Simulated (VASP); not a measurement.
# Si (Fd-3m) in VASP: notebook

Runs on Si. Level: PBE. Tasks: single point.

All numbers are computed with VASP 6.6.1; they aren't measurements. Logs are shortened: lines on timing, memory, paths and dates and some standing lists are left out, and cuts for length are marked.

## Step 1: The cell of the first run

It takes space group Fd-3m (No. 227, cubic). The conventional cell has a = 5.431 Å, b = 5.431 Å, c = 5.431 Å, α = 90.00°, β = 90.00°, γ = 90.00°. Si (site symmetry -43m) has 4 Si at 2.35 Å within 3.1 Å.

## Step 2: Single point, PBE

INCAR

```
SYSTEM = Si
PREC = Accurate
ENCUT = 520
EDIFF = 1E-7
ISMEAR = -1
SIGMA = 0.15
LREAL = .False.
LASPH = .True.
NELM = 60
ALGO = Normal
ISIF = 2
LWAVE = .False.
LCHARG = .True.
GGA = PE
LELF = .True.
LVHAR = .True.
NBANDS = 11
```

KPOINTS

```
Automatic mesh
0
Gamma
  11 11 11
  0 0 0
```

POSCAR

```
Si
1.0
    0.0000000000      2.7154700000      2.7154700000
    2.7154700000      0.0000000000      2.7154700000
    2.7154700000      2.7154700000      0.0000000000
Si
2
Direct
    0.5000000000      0.5000000000      0.5000000000
    0.7500000000      0.7500000000      0.7500000000
```

Potentials or basis: VASP PAW PBE potentials, release 64 (Si).

Run with:

```
$ cat potpaw_PBE.64/Si/POTCAR > POTCAR
$ mpirun -np 1 vasp_std > vasp.out
```

OUTCAR:

```text
SYSTEM = Si
   PREC = Accurate
   ENCUT = 520
   EDIFF = 1E-7
   ISMEAR = -1
   LREAL = .False.
   LASPH = .True.
   NELM = 60
   ISIF = 2
   GGA = PE

 ion  position               nearest neighbor table
   1  0.500  0.500  0.500-   2 2.35   2 2.35   2 2.35   2 2.35
   2  0.750  0.750  0.750-   1 2.35   1 2.35   1 2.35   1 2.35

  LATTYP: Found a face centered cubic cell.
 ALAT       =     5.4309400000

  Lattice vectors:

 A1 = (   0.0000000000,   2.7154700000,   2.7154700000)
 A2 = (   2.7154700000,   0.0000000000,   2.7154700000)
 A3 = (   2.7154700000,   2.7154700000,   0.0000000000)

Analysis of symmetry for initial positions (statically):
=====================================================================
 Subroutine PRICEL returns:
 Original cell was already a primitive cell.

 Routine SETGRP: Setting up the symmetry group for a
 face centered cubic supercell.

 Subroutine GETGRP returns: Found 48 space group operations
 (whereof 24 operations were pure point group operations)
 out of a pool of 48 trial point group operations.

The static configuration has the point symmetry T_d .
 The point group associated with its full space group is O_h .

Analysis of symmetry for dynamics (positions and initial velocities):
=====================================================================
 Subroutine PRICEL returns:
 Original cell was already a primitive cell.

 Routine SETGRP: Setting up the symmetry group for a
 face centered cubic supercell.

 Subroutine GETGRP returns: Found 48 space group operations
 (whereof 24 operations were pure point group operations)
 out of a pool of 48 trial point group operations.

The dynamic configuration has the point symmetry T_d .
 The point group associated with its full space group is O_h .

 Subroutine INISYM returns: Found 48 space group operations
 (whereof 24 operations are pure point group operations),
 and found     1 'primitive' translations

----------------------------------------------------------------------------------------

                                     Primitive cell

  volume of cell :      40.0465

  direct lattice vectors                    reciprocal lattice vectors
     0.000000000  2.715470000  2.715470000    -0.184130187  0.184130187  0.184130187
     2.715470000  0.000000000  2.715470000     0.184130187 -0.184130187  0.184130187
     2.715470000  2.715470000  0.000000000     0.184130187  0.184130187 -0.184130187

  length of vectors
     3.840254502  3.840254502  3.840254502     0.318922840  0.318922840  0.318922840

  position of ions in fractional coordinates (direct lattice)
     0.500000000  0.500000000  0.500000000
     0.750000000  0.750000000  0.750000000

  ion indices of the primitive-cell ions
   primitive index   ion index
                 1           1
                 2           2

----------------------------------------------------------------------------------------

 KPOINTS: Automatic mesh

Automatic generation of k-mesh.
 Grid dimensions read from file:
 generate k-points for:   11   11   11

 Generating k-lattice:

  Cartesian coordinates                     Fractional coordinates (reciprocal lattice)
    -0.016739108  0.016739108  0.016739108     0.090909091  0.000000000  0.000000000
     0.016739108 -0.016739108  0.016739108     0.000000000  0.090909091  0.000000000
     0.016739108  0.016739108 -0.016739108     0.000000000  0.000000000  0.090909091

  Length of vectors
     0.028992985  0.028992985  0.028992985

  Shift w.r.t. Gamma in fractional coordinates (k-lattice)
     0.000000000  0.000000000  0.000000000

 Subroutine IBZKPT returns following result:
 ===========================================

 Found     56 irreducible k-points:

 Following reciprocal coordinates:
            Coordinates               Weight
  0.000000  0.000000  0.000000      1.000000
  0.090909  0.000000  0.000000      8.000000
  0.181818  0.000000  0.000000      8.000000
  0.272727  0.000000  0.000000      8.000000
  0.363636  0.000000  0.000000      8.000000
  0.454545  0.000000  0.000000      8.000000
[... 16 lines left out ...]
 -0.272727  0.181818  0.000000     24.000000
 -0.181818  0.181818  0.000000     12.000000
 [... further k-points ...]
   k-points           NKPTS =     56   k-points in BZ     NKDIM =     56   number of bands    NBANDS=     11
   number of dos      NEDOS =    301   number of ions     NIONS =      2
   total plane-waves  NPLWV =  27000
   dimension x,y,z NGX =    30 NGY =   30 NGZ =   30
   dimension x,y,z NGXF=    60 NGYF=   60 NGZF=   60
   ions per type =               2
   NGX,Y,Z   is equivalent  to a cutoff of  12.99, 12.99, 12.99 a.u.
   NGXF,Y,Z  is equivalent  to a cutoff of  25.97, 25.97, 25.97 a.u.
 SYSTEM =  Si
   PREC   = accura    normal or accurate (medium, high low for compatibility)
   ISTART =      0    job   : 0-new  1-cont  2-samecut
   ICHARG =      2    charge: 1-file 2-atom 10-const
   ISPIN  =      1    spin polarized calculation?
   LNONCOLLINEAR =      F non collinear calculations
   LSORBIT =      F    spin-orbit coupling
   LASPH  =      T    aspherical Exc in radial PAW
   ENCUT  =  520.0 eV  38.22 Ry    6.18 a.u.   7.14  7.14  7.14*2*pi/ulx,y,z
   NELM   =     60;   NELMIN=  2; NELMDL= -5     # of ELM steps
   EDIFF  = 0.1E-06   stopping-criterion for ELM
   LREAL  =      F    real-space projection
   EDIFFG = 0.1E-05   stopping-criterion for IOM
   NSW    =      0    number of steps for IOM
   IBRION =     -1    ionic relax: 0-MD 1-quasi-New 2-CG
   NFREE  =      0    steps in history (QN), initial steepest desc. (CG)
   ISIF   =      2    stress and relaxation
   ISYM   =      2    0-nonsym 1-usesym 2-fastsym
   POTIM  = 0.5000    time-step for ionic-motion
   TEBEG  =    0.0;   TEEND  =   0.0 temperature during run
   PSTRESS=    0.0 pullay stress
   NELECT =       8.0000    total number of electrons
   NUPDOWN=      -1.0000    fix difference up-down
   EMIN   =  10.00;   EMAX   =-10.00  energy-range for DOS
   EFERMI =   0.00;   METHOD = LEGACY
   ISMEAR =    -1;   SIGMA  =   0.15  broadening in eV -4-tet -1-fermi 0-gaus
   EFERMI_NEDOS =   21; number of points for ismear=-14 and -15
   IALGO  =     38    algorithm
   IMIX   =      4    mixing-type and parameters
     AMIX     =   0.40;   BMIX     =  1.00
     AMIX_MAG =   1.60;   BMIX_MAG =  1.00
  volume/ion in A,a.u.               =      20.02       135.12
  Fermi-wavevector in a.u.,A,eV,Ry     =   0.957010  1.808487 12.461143  0.915868
  Thomas-Fermi vector in A             =   2.085990
   LORBIT       =      0    0 simple, 1 ext, 2 COOP (PROOUT), +10 PAW based schemes
   GGA     = PE    functional components
[... 5 lines left out ...]
 non-spin polarized calculation
  energy-cutoff  :      520.00
  volume of cell :       40.05
 maximum number of plane-waves:      1092
 NGX is ok and might be reduce to    30
   NGX = 15   NGY = 15   NGZ = 15

 number of electron       8.0000000 magnetization

 Free energy of the ion-electron system (eV)
  ---------------------------------------------------
  ext. energy  EPLUGINS =         0.00000000
  ---------------------------------------------------
  free energy    TOTEN  =       -10.84575029 eV

  energy without entropy =      -10.84090053  energy(sigma->0) =      -10.84332541

 E-fermi :   6.0956     XC(G=0):  -9.4097

 val. band max:        5.8224188294   @ k =   0.0000   0.0000   0.0000
 cond. band min:       6.4206482082   @ k =   0.4545   0.4545   0.0000
 fundamental gap:      0.5982293788
 Fermi energy:         6.0956196717

 k-point     1 :       0.0000    0.0000    0.0000
  band No.  band energies     occupation
      1      -6.1336      2.00000
      2       5.8224      1.72145
      3       5.8224      1.72145
      4       5.8224      1.72145
      5       8.3890      0.00000
      6       8.3890      0.00000
      7       8.3890      0.00000
      8       9.1946      0.00000
      9      13.5435      0.00000
     10      13.5435      0.00000
     11      13.7824      0.00000

 k-point     2 :       0.0909    0.0000    0.0000
  band No.  band energies     occupation
      1      -6.0253      2.00000
      2       4.8371      1.99955
      3       5.6549      1.89938
      4       5.6549      1.89938
      5       8.4200      0.00000
      6       8.6358      0.00000
      7       8.6358      0.00000
      8       9.9714      0.00000
      9      13.2352      0.00000
     10      13.2352      0.00000
     11      14.2348      0.00000

 k-point     3 :       0.1818    0.0000    0.0000
  band No.  band energies     occupation
      1      -5.7047      2.00000
      2       3.1585      2.00000
      3       5.3140      1.98914
      4       5.3140      1.98914
      5       8.1177      0.00000
      6       9.1096      0.00000
      7       9.1096      0.00000
      8      11.5526      0.00000
      9      12.8813      0.00000
     10      12.8813      0.00000
     11      14.9679      0.00000

 k-point     4 :       0.2727    0.0000    0.0000
  band No.  band energies     occupation
      1      -5.1883      2.00000
      2       1.4971      2.00000
      3       4.9904      1.99874
      4       4.9904      1.99874
      5       7.7738      0.00003
      6       9.3558      0.00000
      7       9.3558      0.00000
      8      13.1044      0.00000
      9      13.1704      0.00000
     10      13.1704      0.00000
     11      14.7492      0.00000

 k-point     5 :       0.3636    0.0000    0.0000
  band No.  band energies     occupation
      1      -4.5270      2.00000
      2       0.0391      2.00000
      3       4.7589      1.99973
      4       4.7589      1.99973
      5       7.5149      0.00016
      6       9.2917      0.00000
      7       9.2917      0.00000
      8      13.7204      0.00000
      9      14.2320      0.00000
     10      14.2320      0.00000
     11      15.3391      0.00000
[... 211 lines left out ...]
 k-point    21 :      -0.4545    0.1818    0.0000
  band No.  band energies     occupation
      1      -3.4328      2.00000
      2      -0.9734      2.00000
      3       2.7328      2.00000
      4       4.0548      2.00000
      5       7.8476      0.00002
      6      10.1504      0.00000
      7      10.5185      0.00000
      8      12.7395      0.00000
      9      14.9394      0.00000
     10      15.3557      0.00000
     11      17.3502      0.00000

 k-point    22 :      -0.3636    0.1818    0.0000
  band No.  band energies     occupation
      1      -3.7192      2.00000
      2      -0.5603      2.00000
      3       2.5781      2.00000
      4       4.3338      1.99998
      5       8.1043      0.00000
      6      10.1371      0.00000
      7      10.2959      0.00000
      8      13.5829      0.00000
      9      13.6186      0.00000
     10      14.5075      0.00000
     11      17.2161      0.00000

 k-point    23 :      -0.2727    0.1818    0.0000
  band No.  band energies     occupation
      1      -4.3926      2.00000
      2       0.5607      2.00000
      3       2.6578      2.00000
      4       4.7223      1.99979
      5       8.4789      0.00000
      6      10.0586      0.00000
      7      10.1837      0.00000
      8      12.1922      0.00000
      9      12.3531      0.00000
     10      15.9564      0.00000
     11      17.7224      0.00000

 k-point    24 :      -0.1818    0.1818    0.0000
  band No.  band energies     occupation
      1      -5.0101      2.00000
      2       1.7559      2.00000
      3       3.1400      2.00000
      4       5.1374      1.99664
      5       8.8174      0.00000
      6       9.5722      0.00000
      7       9.8725      0.00000
      8      11.5107      0.00000
      9      11.9114      0.00000
     10      15.8314      0.00000
     11      16.4811      0.00000

 [... further k-points ...]
[... 5 lines left out ...]
  --------------------------------------------------------------------------------------
  -------------------------------------------------------------------------------------
  Total        0.4759831      0.4759831      0.4759831      0.0000000      0.0000000     -0.0000000
  in kB       19.0430769     19.0430769     19.0430769      0.0000000      0.0000000     -0.0000000
  external PRESSURE =      19.0430769 kB  Pullay stress =       0.0000000 kB

 VOLUME and BASIS-vectors are now :
 -----------------------------------------------------------------------------
  energy-cutoff  :      520.00
  volume of cell :       40.05
      direct lattice vectors                 reciprocal lattice vectors
     0.000000000  2.715470000  2.715470000    -0.184130187  0.184130187  0.184130187
     2.715470000  0.000000000  2.715470000     0.184130187 -0.184130187  0.184130187
     2.715470000  2.715470000  0.000000000     0.184130187  0.184130187 -0.184130187

 POSITION                                       TOTAL-FORCE (eV/Angst)
 -----------------------------------------------------------------------------------
      2.71547      2.71547      2.71547        -0.000000     -0.000000     -0.000000
      4.07320      4.07320      4.07320         0.000000      0.000000      0.000000
 -----------------------------------------------------------------------------------
    total drift:                               -0.000000     -0.000000     -0.000000

  FREE ENERGIE OF THE ION-ELECTRON SYSTEM (eV)
  ---------------------------------------------------
  free  energy   TOTEN  =       -10.8457502870 eV

  energy  without entropy=      -10.8409005329  energy(sigma->0) =      -10.84332541
```

It took 18 s on 1 thread of Intel Xeon Platinum 8488C (Sapphire Rapids), shared host; peak memory 0.16 GiB.

What came out:

```
Free energy            : -10.8458 eV
Pressure               : 1.9 GPa
Band gap on the k mesh : 0.60 eV, indirect (least direct gap 2.57 eV)
```

## Step 3: Single point, PBE

INCAR

```
SYSTEM = Si
PREC = Accurate
ENCUT = 520
EDIFF = 1E-7
ISMEAR = 0
SIGMA = 0.2
LREAL = .False.
LASPH = .True.
NELM = 100
ALGO = Normal
ISIF = 2
LWAVE = .False.
LCHARG = .False.
GGA = PE
NBANDS = 11
```

KPOINTS is that of step 2.

POSCAR is that of step 2.

Potentials or basis: VASP PAW PBE potentials, release 64 (Si).

Run with:

```
$ cat potpaw_PBE.64/Si/POTCAR > POTCAR
$ mpirun -np 1 vasp_std > vasp.out
```

Wall time 17 s (1 thread of Intel Xeon Platinum 8488C (Sapphire Rapids), shared host); peak memory 0.16 GiB.

Results (log left out):

```yaml
Free_energy: -10.8446 eV
Pressure: 1.9 GPa
Band_gap_on_the_k_mesh: 0.60 eV, indirect (least direct gap 2.57 eV)
```

Levels at points of the mesh, in eV from the valence-band top:
```tsv
k point	band 1	band 2	band 3	band 4	band 5	band 6	band 7	band 8
(0.00, 0.00, 0.00)	-11.96	0.00	0.00	0.00	2.57	2.57	2.57	3.37
```

A k mesh can miss the band edges. Expect the measured gap to be larger: semilocal functionals such as PBE lack the derivative discontinuity.

[end of part 1 of 2]
